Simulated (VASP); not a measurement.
Input of a VASP 6.6.1 run:

INCAR

```
PREC = Accurate
ENCUT = 500
EDIFF = 1E-6
ISMEAR = 0
SIGMA = 0.05
LREAL = False
LASPH = True
NELM = 200
ALGO = Normal
ISIF = 2
LWAVE = False
LCHARG = False
MAGMOM = 0 0 0
LORBIT = 11
LSORBIT = True
GGA_COMPAT = False
LORBMOM = True
LMAXMIX = 4
GGA = PS
NBANDS = 25
```

File KPOINTS:

```
Automatic mesh
0
Gamma
  8 8 8
```

The input POSCAR:

```
W
1.0
   -1.5586444503      1.5586444503      1.5586444503
    1.5586444503     -1.5586444503      1.5586444503
    1.5586444503      1.5586444503     -1.5586444503
W
1
Direct
    0.0000000000      0.0000000000      0.0000000000
```

Potentials or basis: VASP PAW PBE potentials, release 64 (W_sv).

Launch:

```console
$ cat potpaw_PBE.64/W_sv/POTCAR > POTCAR
$ mpirun -np 1 vasp_ncl > vasp.out
```

Q: Estimate the net moment.

A: 0.00 μB per cell.

Q: Estimate the pressure.

A: 14.8 GPa.

Moments on the atoms (μB; x, y, z):
```
W   0.00 0.00 0.00
```

Caveat: the PAW data sets were made with another functional, which shifts forces and pressure a little.
